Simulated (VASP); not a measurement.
# InP (F-43m) in VASP: notebook, part 2 of 2

VASP 6.6.1.

## 3. Vibrations by perturbation theory, LDA

This run uses another cell than the first one, of 24.74 Å³/atom, 1.031 times its volume.

Input file INCAR:

```
PREC = Accurate
ENCUT = 520
EDIFF = 1E-8
ISMEAR = 0
SIGMA = 0.01
LREAL = F
LASPH = T
NELM = 80
ALGO = Normal
ISIF = 2
LWAVE = F
LCHARG = F
GGA = CA
IBRION = 8
NSW = 1
```

Input file KPOINTS:

```
regular mesh
0
Gamma
  8 8 8
```

Input file POSCAR:

```
InP
1.0
    0.0000000000      2.9136593918      2.9136593918
    2.9136593918      0.0000000000      2.9136593918
    2.9136593918      2.9136593918      0.0000000000
In P
1 1
Direct
    0.0000000000      0.0000000000      0.0000000000
    0.7500000000      0.7500000000      0.7500000000
```

Potentials or basis: VASP PAW LDA potentials, release 64 (In_d, P).

Command:

```sh
cat potpaw_LDA.64/In_d/POTCAR potpaw_LDA.64/P/POTCAR > POTCAR
mpirun -np 1 vasp_std > vasp.out
```

OUTCAR:

```text
PREC = Accurate
   ENCUT = 520
   EDIFF = 1E-8
   ISMEAR = 0
   LREAL = F
   LASPH = T
   NELM = 80
   ISIF = 2
   GGA = CA
   IBRION = 8
   NSW = 1

 ion  position               nearest neighbor table
   1  0.000  0.000  0.000-   2 2.52   2 2.52   2 2.52   2 2.52
   2  0.750  0.750  0.750-   1 2.52   1 2.52   1 2.52   1 2.52

  LATTYP: Found a face centered cubic cell.
 ALAT       =     5.8273187836

  Lattice vectors:

 A1 = (   0.0000000000,   2.9136593918,   2.9136593918)
 A2 = (   2.9136593918,   0.0000000000,   2.9136593918)
 A3 = (   2.9136593918,   2.9136593918,   0.0000000000)

Analysis of symmetry for initial positions (statically):
=====================================================================
 Subroutine PRICEL returns:
 Original cell was already a primitive cell.

 Routine SETGRP: Setting up the symmetry group for a
 face centered cubic supercell.

 Subroutine GETGRP returns: Found 24 space group operations
 (whereof 24 operations were pure point group operations)
 out of a pool of 48 trial point group operations.

The static configuration has the point symmetry T_d .

Analysis of symmetry for dynamics (positions and initial velocities):
=====================================================================
 Subroutine PRICEL returns:
 Original cell was already a primitive cell.

 Routine SETGRP: Setting up the symmetry group for a
 face centered cubic supercell.

 Subroutine GETGRP returns: Found 24 space group operations
 (whereof 24 operations were pure point group operations)
 out of a pool of 48 trial point group operations.

The dynamic configuration has the point symmetry T_d .

 Subroutine INISYM returns: Found 24 space group operations
 (whereof 24 operations are pure point group operations),
 and found     1 'primitive' translations

----------------------------------------------------------------------------------------

                                     Primitive cell

  volume of cell :      49.4705

  direct lattice vectors                    reciprocal lattice vectors
     0.000000000  2.913659392  2.913659392    -0.171605508  0.171605508  0.171605508
     2.913659392  0.000000000  2.913659392     0.171605508 -0.171605508  0.171605508
     2.913659392  2.913659392  0.000000000     0.171605508  0.171605508 -0.171605508

  length of vectors
     4.120536628  4.120536628  4.120536628     0.297229459  0.297229459  0.297229459

  position of ions in fractional coordinates (direct lattice)
     0.000000000  0.000000000  0.000000000
     0.750000000  0.750000000  0.750000000

  ion indices of the primitive-cell ions
   primitive index   ion index
                 1           1
                 2           2

----------------------------------------------------------------------------------------
[... 133 lines left out ...]
      5      -8.8591      2.00000
      6      -6.4636      2.00000
      7       5.2023      2.00000
      8       5.2023      2.00000
      9       5.2023      2.00000
     10       5.8064      0.00000
     11       9.1643      0.00000
     12       9.1643      0.00000
     13       9.1643      0.00000
[... 354 lines left out ...]
  band No.  band energies     occupation
      1      -9.1639      2.00000
      2      -8.9713      2.00000
      3      -8.9493      2.00000
      4      -8.8657      2.00000
      5      -8.8453      2.00000
      6      -4.3182      2.00000
      7      -0.5217      2.00000
      8       2.3885      2.00000
      9       3.4918      2.00000
     10       8.2958      0.00000
     11       9.2344      0.00000
     12      11.0098      0.00000
     13      12.3424      0.00000

 [... further k-points ...]
[... 5 lines left out ...]
  --------------------------------------------------------------------------------------
  -------------------------------------------------------------------------------------
  Total        0.0019852      0.0019852      0.0019852      0.0000000      0.0000000     -0.0000000
  in kB        0.0642942      0.0642942      0.0642942      0.0000000      0.0000000     -0.0000000
  external PRESSURE =       0.0642942 kB  Pullay stress =       0.0000000 kB

 VOLUME and BASIS-vectors are now :
 -----------------------------------------------------------------------------
  energy-cutoff  :      520.00
  volume of cell :       49.47
      direct lattice vectors                 reciprocal lattice vectors
     0.000000000  2.913659392  2.913659392    -0.171605508  0.171605508  0.171605508
     2.913659392  0.000000000  2.913659392     0.171605508 -0.171605508  0.171605508
     2.913659392  2.913659392  0.000000000     0.171605508  0.171605508 -0.171605508

 POSITION                                       TOTAL-FORCE (eV/Angst)
 -----------------------------------------------------------------------------------
      0.00000      0.00000      0.00000         0.000000      0.000000      0.000000
      4.37049      4.37049      4.37049        -0.000000     -0.000000     -0.000000
 -----------------------------------------------------------------------------------
    total drift:                                0.000000      0.000000     -0.000000

  FREE ENERGIE OF THE ION-ELECTRON SYSTEM (eV)
  ---------------------------------------------------
  free  energy   TOTEN  =        -9.6720998758 eV

  energy  without entropy=       -9.6720998758  energy(sigma->0) =       -9.67209988

[... ionic steps 2 to 3 ...]

--------------------------------------- Ionic step        4  -------------------------------------------

------------------------ aborting loop because EDIFF is reached ----------------------------------------

[... ionic steps 5 to 6 ...]

--------------------------------------- Ionic step        7  -------------------------------------------

 Free energy of the ion-electron system (eV)
  ---------------------------------------------------
  ---------------------------------------------------
  free energy    TOTEN  =        -0.04914490 eV

  energy without entropy =       -0.04914490

------------------------ aborting loop because EDIFF is reached ----------------------------------------

 INTERNAL STRAIN TENSOR  FOR ION    2  DIRECTION 1   (eV/Angst):
 -----------------------------------------------------------------------------
    -0.01369  0.00000  0.00000
     0.00000  0.00833  8.03483
     0.00000  8.03483  0.00833

 INTERNAL STRAIN TENSOR FOR ION    2 for displacements in x,y,z  (eV/Angst):
          X           Y           Z          XY          YZ          ZX
  --------------------------------------------------------------------------------
  x     0.00000     0.00000     0.00000     0.00000     8.03483     0.00000
  y     0.00000     0.00000     0.00000     0.00000     0.00000     8.03483
  z     0.00000     0.00000     0.00000     8.03483     0.00000     0.00000

 SECOND DERIVATIVES (NOT SYMMETRIZED)
 ------------------------------------
               1X          1Y          1Z          2X          2Y          2Z
  1X    -8.232581    0.000000    0.000000    8.232581    0.000000    0.000000
  1Y     0.000000   -8.232581    0.000000    0.000000    8.232581    0.000000
  1Z     0.000000    0.000000   -8.232581    0.000000    0.000000    8.232581
  2X     8.233380    0.000000    0.000000   -8.233380    0.000000    0.000000
  2Y     0.000000    8.233380    0.000000    0.000000   -8.233380    0.000000
  2Z     0.000000    0.000000    8.233380    0.000000    0.000000   -8.233380

 Eigenvectors and eigenvalues of the dynamical matrix
 ----------------------------------------------------

   1 f  =    9.082340 THz    57.066022 2PiTHz  302.954236 cm-1    37.561521 meV
             X         Y         Z           dx          dy          dz
      0.000000  0.000000  0.000000     0.026942    0.460118    0.000000
      4.370489  4.370489  4.370489    -0.051876   -0.885932    0.000000
[... 21 lines left out ...]
   6 f/i=    0.000180 THz     0.001132 2PiTHz    0.006009 cm-1     0.000745 meV
             X         Y         Z           dx          dy          dz
      0.000000  0.000000  0.000000    -0.180553    0.849922    0.180553
      4.370489  4.370489  4.370489    -0.093772    0.441416    0.093772

--------------------------------------------------------------------------------------------------------

 ELASTIC MODULI CONTR FROM IONIC RELAXATION (kBar)
 Direction    XX          YY          ZZ          XY          YZ          ZX
 --------------------------------------------------------------------------------
 XX          -0.0000      0.0000      0.0000     -0.0000      0.0000     -0.0000
 YY           0.0000     -0.0000     -0.0000     -0.0000     -0.0000     -0.0000
 ZZ           0.0000     -0.0000     -0.0000      0.0000     -0.0000     -0.0000
 XY          -0.0000     -0.0000      0.0000   -249.8930      0.0000      0.0000
 YZ           0.0000     -0.0000     -0.0000      0.0000   -249.8930      0.0000
 ZX          -0.0000     -0.0000     -0.0000      0.0000      0.0000   -249.8930
 --------------------------------------------------------------------------------
```

stdout:

```text
POSCAR found type information on POSCAR InP
 POSCAR found :  2 types and       2 ions
 scaLAPACK will be used
 LDA part: xc-table for (Slater(with rela. corr.)+CA(PZ))
 , standard interpolation
 POSCAR, INCAR and KPOINTS ok, starting setup
 FFT: planning ... GRIDC
 FFT: planning ... GRID_SOFT
 FFT: planning ... GRID
 WAVECAR not read
 entering main loop
 Linear response reoptimize wavefunctions to high precision
 Linear response DOF=           2
 Linear response progress:
 first order change of Fermi-energy  -0.75585E+01
 force on displaced ion       1 direction 1 :  -8.233   0.000   0.000
 Linear response progress:
 first order change of Fermi-energy   0.75587E+01
 force on displaced ion       2 direction 1 :  -8.233   0.000   0.000
 Linear response finished
```

Wall time 3.3 min (1 thread of AMD EPYC 9R45 (Zen 5), shared host); peak memory 0.25 GiB.

Results:

| Quantity | Value |
| --- | --- |
| Highest phonon frequency at Γ, LO-TO splitting left out | 303 cm⁻¹ |

Phonon frequencies in cm⁻¹ (negative: imaginary):
| q point | frequencies |
| --- | --- |
| (0.000, 0.000, 0.000) | 0 0 0 303 303 303 |

Caveat: spin-orbit coupling is left out, which moves the levels of the heavy elements.
